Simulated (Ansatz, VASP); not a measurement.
**Bi: VASP beside Ansatz**

File INCAR:

```
PREC = Accurate
ENCUT = 520
EDIFF = 1E-6
ISMEAR = -1
SIGMA = 0.1
LREAL = F
LASPH = T
NELM = 60
ALGO = Normal
ISIF = 2
LWAVE = F
LCHARG = T
GGA = PS
LELF = T
LVHAR = T
NBANDS = 14
```

Contents of KPOINTS:

```
Automatic mesh
0
Gamma
  6 6 6
```

The input POSCAR:

```
Bi
1.0
   -2.0338450000      2.0338450000      2.0338450000
    2.0338450000     -2.0338450000      2.0338450000
    2.0338450000      2.0338450000     -2.0338450000
Bi
1
Direct
    0.0000000000      0.0000000000      0.0000000000
```

Input for Ansatz:

```yaml
crystal:
  lattice:
    - [-2.033845, 2.033845, 2.033845]
    - [2.033845, -2.033845, 2.033845]
    - [2.033845, 2.033845, -2.033845]
  atoms:
    - { symbol: Bi, position: [0.0, 0.0, 0.0] }
  symmetry: { tolerance: 0.0003 }
kpoints:
  mp_grid: { grid: [6, 6, 6], shift: [0, 0, 0] }
magnetization:
  spin_polarized: false
scf:
  occupations: { method: fermi_dirac }
hamiltonian:
  pseudopotentials: { kind: paw }
  xc: pbesol
basis:
  ecutwfc: 420
output:
  forces: true
  stress: true
  eigenvalues: true
```

Alike in both runs: task single point; functional PBEsol; k mesh 6 × 6 × 6; no spin polarisation.

|  | VASP | Ansatz |
| --- | --- | --- |
| version | VASP 6.6.1 | Ansatz 0.2.0 |
| potentials or method | VASP PAW PBE potentials, release 64 (Bi_d), cutoff 520 eV | PAW plane waves |
| occupations | fermi-dirac, width 0.1 eV | fermi-dirac |
| valence electrons in the cell | 15 | 15 |

|  | VASP | Ansatz | Ansatz less VASP |
| --- | --- | --- | --- |
| gap on the k mesh at the Fermi level (eV) | none | none | - |
| pressure (GPa) | -5.3 | -5.3 | +0.07 |

VASP's potentials were made for PBE, not for PBEsol. A gap of «none» marks a metal or a gap that the smearing closes.

The k mesh is coarse, so the values compare programs but aren't converged. Neither program's run includes spin-orbit coupling.
